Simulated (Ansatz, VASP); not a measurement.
Pt: VASP beside Ansatz

Contents of INCAR:

```
ALGO = Normal
EDIFF = 1E-6
ENCUT = 520
ISIF = 2
ISMEAR = 0
LASPH = True
LCHARG = False
LREAL = False
LWAVE = False
NBANDS = 28
NELM = 60
PREC = Accurate
SIGMA = 0.15
```

Contents of KPOINTS:

```
k-points
0
Gamma
  12 12 4
```

File POSCAR:

```
Pt
1.0
    2.7079581969      0.0000000000      0.0000000000
   -1.3539790985      2.3451605909      0.0000000000
    0.0000000000      0.0000000000      9.3563251405
Pt
4
Direct
    0.6666666667      0.3333333333      0.3750000000
    0.6666666667      0.3333333333      0.8750000000
    0.3333333333      0.6666666667      0.1250000000
    0.3333333333      0.6666666667      0.6250000000
```

Input for Ansatz:

```yaml
crystal:
  lattice:
    - [2.7079581969, 0.0, 0.0]
    - [-1.3539790985, 2.3451605909, 0.0]
    - [0.0, 0.0, 9.3563251405]
  atoms:
    - { symbol: Pt, position: [0.6666666667, 0.3333333333, 0.375] }
    - { symbol: Pt, position: [0.6666666667, 0.3333333333, 0.875] }
    - { symbol: Pt, position: [0.3333333333, 0.6666666667, 0.125] }
    - { symbol: Pt, position: [0.3333333333, 0.6666666667, 0.625] }
basis:
  ecutwfc: 420
kpoints:
  mp_grid: { grid: [12, 12, 4] }
hamiltonian:
  xc: lda
scf:
  occupations: { method: gaussian, width: 0.15 }
output:
  forces: true
  stress: true
  eigenvalues: true
  write_density: true
  write_potential: true
  elf: true
  volumetric_format: npy
```

Alike in both runs: task single point; functional LDA; k mesh 12 × 12 × 4; occupations gaussian, width 0.15 eV; no spin polarisation.

|  | VASP | Ansatz |
| --- | --- | --- |
| version | VASP 6.6.1 | Ansatz 0.2.0 |
| potentials or method | VASP PAW LDA potentials, release 64 (Pt), cutoff 520 eV | scalar-relativistic, plane waves, PAW |
| valence electrons in the cell | 40 | 72 |

|  | VASP | Ansatz | Ansatz less VASP |
| --- | --- | --- | --- |
| gap on the k mesh at the Fermi level (eV) | none | none | - |
| pressure (GPa) | 1.0 | 0.2 | -0.77 |
| traceless stress, the component that is largest in VASP (GPa) | -0.54 | -0.15 | +0.381 |

LDA's correlation is that of Perdew and Zunger in VASP and of Perdew and Wang (1992) in Ansatz. A gap of «none» marks a metal or a gap that the smearing closes. VASP's potentials hold 40 valence electrons a cell and Ansatz's 72, so a difference there can come from the potentials and not from the codes.

Spin-orbit coupling is off throughout.
